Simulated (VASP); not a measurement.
SnSe:

```
Sn Se
1.0
     0.00000    2.98489    2.98489
     2.98489    0.00000    2.98489
     2.98489    2.98489    0.00000
Sn Se
1 1
Direct
  0.00000 0.00000 0.00000
  0.50000 0.50000 0.50000
```

Base run:

- Program: VASP 6.6.1
- Functional: r2SCAN
- Potentials or basis: VASP PAW PBE potentials, release 64 (Sn_d, Se)
- Cutoff: 550 eV
- k mesh: 8 × 8 × 8
- Occupations: gaussian, width 0.01 eV
- Spin: no spin polarisation

Its results: band gap on the k mesh 0.57 eV; pressure 1.3 GPa.

Problem. The run is repeated on the same cell with these changes: functional from r2SCAN to PBE0; cutoff from 550 eV to 400 eV; k mesh from 8 × 8 × 8 to 6 × 6 × 6. What comes out?

Solution. Band gap on the k mesh 0.86 eV; pressure 0.7 GPa.

Several settings changed at once.

Caveats: the PAW data sets were made with another functional, which shifts forces and pressure a little; spin-orbit coupling is left out, which moves the levels of the heavy elements; semilocal functionals underestimate gaps, and a narrow one can read as zero (at least some runs).

A k mesh can miss the band edges.
